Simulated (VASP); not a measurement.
# AgBr (Fm-3m) in VASP: single point with LDA

Aim: the single point of AgBr with LDA.

Program: VASP 6.6.1. These are calculated values, not measurements. Logs are shortened: lines on timing, memory, paths and dates and some standing lists are left out, and cuts for length are marked.

### 1 The cell of the first run

Symmetry: Fm-3m, No. 225, cubic system. The conventional cell has a = 5.740 Å, b = 5.740 Å, c = 5.740 Å, α = 90.00°, β = 90.00°, γ = 90.00°. Within 3.8 Å of Ag (site symmetry m-3m) lie 6 Br at 2.87 Å. Within 3.8 Å of Br (site symmetry m-3m) lie 6 Ag at 2.87 Å.

### 2 Single point, LDA

Input file INCAR:

```
SYSTEM = AgBr
  PREC = Accurate
  ENCUT = 500
  EDIFF = 1E-6
  ISMEAR = 0
  SIGMA = 0.01
  LREAL = .False.
  LASPH = .True.
  NELM = 120
  ALGO = Normal
  ISIF = 2
  LWAVE = .False.
  LCHARG = .False.
  NBANDS = 16
  GGA_COMPAT = .False.
```

Input file KPOINTS:

```
Automatic mesh
0
Gamma
  8 8 8
  0 0 0
```

Input file POSCAR:

```
AgBr
1.0
    0.0000000000      2.8701500000      2.8701500000
    2.8701500000      0.0000000000      2.8701500000
    2.8701500000      2.8701500000      0.0000000000
Ag Br
1 1
Direct
    0.0000000000      0.0000000000      0.0000000000
    0.5000000000      0.5000000000      0.5000000000
```

Potentials or basis: VASP PAW LDA potentials, release 64 (Ag, Br).

Started as:

```console
cat potpaw_LDA.64/Ag/POTCAR potpaw_LDA.64/Br/POTCAR > POTCAR
mpirun -np 1 vasp_std > vasp.out
```

OUTCAR:

```text
SYSTEM = AgBr
   PREC = Accurate
   ENCUT = 500
   EDIFF = 1E-6
   ISMEAR = 0
   LREAL = .False.
   LASPH = .True.
   NELM = 120
   ISIF = 2

 ion  position               nearest neighbor table
   1  0.000  0.000  0.000-   2 2.87   2 2.87   2 2.87   2 2.87   2 2.87   2 2.87
   2  0.500  0.500  0.500-   1 2.87   1 2.87   1 2.87   1 2.87   1 2.87   1 2.87

  LATTYP: Found a face centered cubic cell.
 ALAT       =     5.7403000000

  Lattice vectors:

 A1 = (   0.0000000000,   2.8701500000,   2.8701500000)
 A2 = (   2.8701500000,   0.0000000000,   2.8701500000)
 A3 = (   2.8701500000,   2.8701500000,   0.0000000000)

Analysis of symmetry for initial positions (statically):
=====================================================================
 Subroutine PRICEL returns:
 Original cell was already a primitive cell.

 Routine SETGRP: Setting up the symmetry group for a
 face centered cubic supercell.

 Subroutine GETGRP returns: Found 48 space group operations
 (whereof 48 operations were pure point group operations)
 out of a pool of 48 trial point group operations.

The static configuration has the point symmetry O_h .

Analysis of symmetry for dynamics (positions and initial velocities):
=====================================================================
 Subroutine PRICEL returns:
 Original cell was already a primitive cell.

 Routine SETGRP: Setting up the symmetry group for a
 face centered cubic supercell.

 Subroutine GETGRP returns: Found 48 space group operations
 (whereof 48 operations were pure point group operations)
 out of a pool of 48 trial point group operations.

The dynamic configuration has the point symmetry O_h .

 Subroutine INISYM returns: Found 48 space group operations
 (whereof 48 operations are pure point group operations),
 and found     1 'primitive' translations

----------------------------------------------------------------------------------------

                                     Primitive cell

  volume of cell :      47.2872

  direct lattice vectors                    reciprocal lattice vectors
     0.000000000  2.870150000  2.870150000    -0.174206923  0.174206923  0.174206923
     2.870150000  0.000000000  2.870150000     0.174206923 -0.174206923  0.174206923
     2.870150000  2.870150000  0.000000000     0.174206923  0.174206923 -0.174206923

  length of vectors
     4.059005056  4.059005056  4.059005056     0.301735242  0.301735242  0.301735242

  position of ions in fractional coordinates (direct lattice)
     0.000000000  0.000000000  0.000000000
     0.500000000  0.500000000  0.500000000

[... 73 lines left out ...]
   LASPH  =      T    aspherical Exc in radial PAW
   ENCUT  =  500.0 eV  36.75 Ry    6.06 a.u.   7.40  7.40  7.40*2*pi/ulx,y,z
   NELM   =    120;   NELMIN=  2; NELMDL= -5     # of ELM steps
   EDIFF  = 0.1E-05   stopping-criterion for ELM
   LREAL  =      F    real-space projection
   EDIFFG = 0.1E-04   stopping-criterion for IOM
   NSW    =      0    number of steps for IOM
   IBRION =     -1    ionic relax: 0-MD 1-quasi-New 2-CG
   NFREE  =      0    steps in history (QN), initial steepest desc. (CG)
   ISIF   =      2    stress and relaxation
   ISYM   =      2    0-nonsym 1-usesym 2-fastsym
   POTIM  = 0.5000    time-step for ionic-motion
   TEBEG  =    0.0;   TEEND  =   0.0 temperature during run
   PSTRESS=    0.0 pullay stress
   NELECT =      18.0000    total number of electrons
   NUPDOWN=      -1.0000    fix difference up-down
   EMIN   =  10.00;   EMAX   =-10.00  energy-range for DOS
   EFERMI =   0.00;   METHOD = LEGACY
   ISMEAR =     0;   SIGMA  =   0.01  broadening in eV -4-tet -1-fermi 0-gaus
   EFERMI_NEDOS =   21; number of points for ismear=-14 and -15
   IALGO  =     38    algorithm
   IMIX   =      4    mixing-type and parameters
     AMIX     =   0.40;   BMIX     =  1.00
     AMIX_MAG =   1.60;   BMIX_MAG =  1.00
  volume/ion in A,a.u.               =      23.64       159.55
  Fermi-wavevector in a.u.,A,eV,Ry     =   1.186454  2.242074 19.152570  1.407674
  Thomas-Fermi vector in A             =   2.322627
   LORBIT       =      0    0 simple, 1 ext, 2 COOP (PROOUT), +10 PAW based schemes
   GGA     = CA    functional components
   LHFCALC =     F    Hartree Fock is set to
   AEXX    =    0.0000 exact exchange contribution
   IVDW    =     0    specifies the selected vdW correction
   LEPSILON=     F    determine dielectric tensor
   LRPA    =     F    only Hartree local field effects (RPA)
 non-spin polarized calculation
 Gauss-broadening in eV      SIGMA  =   0.01
  energy-cutoff  :      500.00
  volume of cell :       47.29
 maximum number of plane-waves:      1243
 NGX is ok and might be reduce to    30
   NGX = 15   NGY = 15   NGZ = 15

 number of electron      18.0000002 magnetization

 Free energy of the ion-electron system (eV)
  ---------------------------------------------------
  ext. energy  EPLUGINS =         0.00000000
  ---------------------------------------------------
  free energy    TOTEN  =        -6.36073922 eV

  energy without entropy =       -6.36073922  energy(sigma->0) =       -6.36073922

 E-fermi :   3.5429     XC(G=0): -10.2740

 val. band max:        3.4929178615   @ k =   0.5000   0.0000   0.0000
 cond. band min:       3.9027931981   @ k =   0.0000   0.0000   0.0000
 fundamental gap:      0.4098753366
 Fermi energy:         3.5429291841

 k-point     1 :       0.0000    0.0000    0.0000
  band No.  band energies     occupation
      1     -11.6033      2.00000
      2       0.6265      2.00000
      3       0.6265      2.00000
      4       0.6275      2.00000
      5       0.6275      2.00000
      6       0.6275      2.00000
[... 433 lines left out ...]
      3      -0.6467      2.00000
      4      -0.6122      2.00000
      5       0.8922      2.00000
      6       0.9507      2.00000
[... 8 lines left out ...]
     15      15.9358      0.00000
     16      17.7245      0.00000

 [... further k-points ...]
[... 5 lines left out ...]
  --------------------------------------------------------------------------------------
  -------------------------------------------------------------------------------------
  Total       -1.2213005     -1.2213005     -1.2213005      0.0000000      0.0000000     -0.0000000
  in kB      -41.3798917    -41.3798917    -41.3798917      0.0000000      0.0000000     -0.0000000
  external PRESSURE =     -41.3798917 kB  Pullay stress =       0.0000000 kB

 VOLUME and BASIS-vectors are now :
 -----------------------------------------------------------------------------
  energy-cutoff  :      500.00
  volume of cell :       47.29
      direct lattice vectors                 reciprocal lattice vectors
     0.000000000  2.870150000  2.870150000    -0.174206923  0.174206923  0.174206923
     2.870150000  0.000000000  2.870150000     0.174206923 -0.174206923  0.174206923
     2.870150000  2.870150000  0.000000000     0.174206923  0.174206923 -0.174206923

 POSITION                                       TOTAL-FORCE (eV/Angst)
 -----------------------------------------------------------------------------------
      0.00000      0.00000      0.00000        -0.000000     -0.000000     -0.000000
      2.87015      2.87015      2.87015         0.000000      0.000000      0.000000
 -----------------------------------------------------------------------------------
    total drift:                               -0.000000      0.000000      0.000000

  FREE ENERGIE OF THE ION-ELECTRON SYSTEM (eV)
  ---------------------------------------------------
  free  energy   TOTEN  =        -6.3607392214 eV

  energy  without entropy=       -6.3607392214  energy(sigma->0) =       -6.36073922
```

Run time: 11 s. Hardware: 1 thread of AMD EPYC 9R45 (Zen 5), shared host; peak memory 0.13 GiB.

Results:

- Free energy: -6.3607 eV
- Pressure: -4.1 GPa
- Band gap on the k mesh: 0.41 eV (least direct gap 2.34 eV)

Caveat: the cell stands under tension; semilocal functionals underestimate gaps, and a narrow one can read as zero. Expect the measured gap to be larger: semilocal functionals such as LDA lack the derivative discontinuity.
